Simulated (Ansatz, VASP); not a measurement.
**Ti3Al in VASP and in Ansatz**

```
Ti Al
1.0
     2.96040    0.00000    0.00000
    -1.48020    2.56378    0.00000
     0.00000    0.00000    8.27581
Ti Al
3 1
Direct
  0.66667 0.33333 0.00000
  0.33333 0.66667 0.75117
  0.33333 0.66667 0.24883
  0.66667 0.33333 0.50000
```

Alike in both runs: task single point; functional PBEsol; k mesh 18 × 18 × 6; occupations gaussian, width 0.15 eV; no spin polarisation.

```csv
,VASP,Ansatz
version,VASP 6.6.1,Ansatz 0.2.0
potentials or method,"VASP PAW PBE potentials, release 64 (Ti_sv, Al), cutoff 520 eV","scalar-relativistic, plane waves, PAW"
valence electrons in the cell,39,39
```

Ansatz gave:

```
gap on the k mesh at the Fermi level (eV)                     : none
pressure (GPa)                                                : 8.8
traceless stress, the component that is largest in VASP (GPa) : 13.39
rms of the force components (eV/Å)                            : 0.026
```

**Question.** What did VASP give for the same quantities?

**Answer.** gap on the k mesh at the Fermi level (eV): none; pressure (GPa): 8.6; traceless stress, the component that is largest in VASP (GPa): 13.40; rms of the force components (eV/Å): 0.033.

VASP's potentials were made for PBE, not for PBEsol, and Ansatz warns of the same on its side. Atom by atom the forces differ by 0.006 eV/Å (rms over components). A gap of «none» marks a metal or a gap that the smearing closes.
